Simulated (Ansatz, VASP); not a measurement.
MoS2: VASP beside Ansatz

Contents of INCAR:

```
PREC = Accurate
ENCUT = 520
EDIFF = 1E-8
ISMEAR = -1
SIGMA = 0.08
LREAL = F
LASPH = T
NELM = 80
ALGO = Normal
ISIF = 2
LWAVE = F
LCHARG = F
GGA = PE
LEFG = T
NBANDS = 20
```

File KPOINTS:

```
Automatic mesh
0
Gamma
  13 13 13
```

POSCAR

```
MoS2
1.0
    1.5855007458      0.9153892824      6.1150000000
   -1.5855007458      0.9153892824      6.1150000000
    0.0000000000     -1.8307785648      6.1150000000
Mo S
1 2
Direct
    0.0000000000      0.0000000000      0.0000000000
    0.7500000000      0.7500000000      0.7500000000
    0.2500000000      0.2500000000      0.2500000000
```

Input for Ansatz:

```yaml
crystal:
  lattice:
    - [1.5855007458, 0.9153892824, 6.115]
    - [-1.5855007458, 0.9153892824, 6.115]
    - [0.0, -1.8307785648, 6.115]
  atoms:
    - { symbol: Mo, position: [0.0, 0.0, 0.0] }
    - { symbol: S, position: [0.75, 0.75, 0.75] }
    - { symbol: S, position: [0.25, 0.25, 0.25] }
kpoints:
  mp_grid: { grid: [13, 13, 13] }
  band_path:
    path:
      - [0.0, 0.0, 0.0]
      - [0.5, 0.5, 0.5]
      - [0.8183941291, 0.1816058709, 0.5]
      - [0.5, -0.1816058709, 0.1816058709]
      - [0.5, 0.0, 0.0]
      - [0.0, 0.0, 0.0]
      - [0.3408029355, -0.3408029355, 0.0]
      - [0.6591970645, 0.0, 0.3408029355]
      - [0.5, 0.0, 0.5]
    npoints: 8
scf:
  occupations: { method: fermi_dirac, width: 0.08 }
hamiltonian:
  xc: pbe
  pseudopotentials: { kind: paw }
output:
  forces: true
  stress: true
  eigenvalues: true
  efg: { contact_densities: true }
  populations: true
  bader: true
  dos: { projected: true, de: 0.2, e_range: [-14, 8] }
```

Alike in both runs: task electric field gradients; functional PBE; k mesh 13 × 13 × 13; occupations fermi-dirac, width 0.08 eV; no spin polarisation.

```csv
,VASP,Ansatz
version,VASP 6.6.1,Ansatz 0.2.0
potentials or method,"VASP PAW PBE potentials, release 64 (Mo_sv, S)","PAW with Ansatz's default frozen-core files, scalar-relativistic"
plane-wave cutoff (eV),520,420
valence electrons in the cell,26,26
```

```csv
,VASP,Ansatz,Ansatz less VASP
pressure (GPa),7.8,8.0,+0.13
"traceless stress, the component that is largest in VASP (GPa)",2.78,2.78,+0.002
rms of the force components (eV/Å),0.468,0.473,+0.0054
size of Vzz on the site where it differs most (V/Å²),102.1,107.7,+5.58
```

Atom by atom the forces differ by 0.005 eV/Å (rms over components).
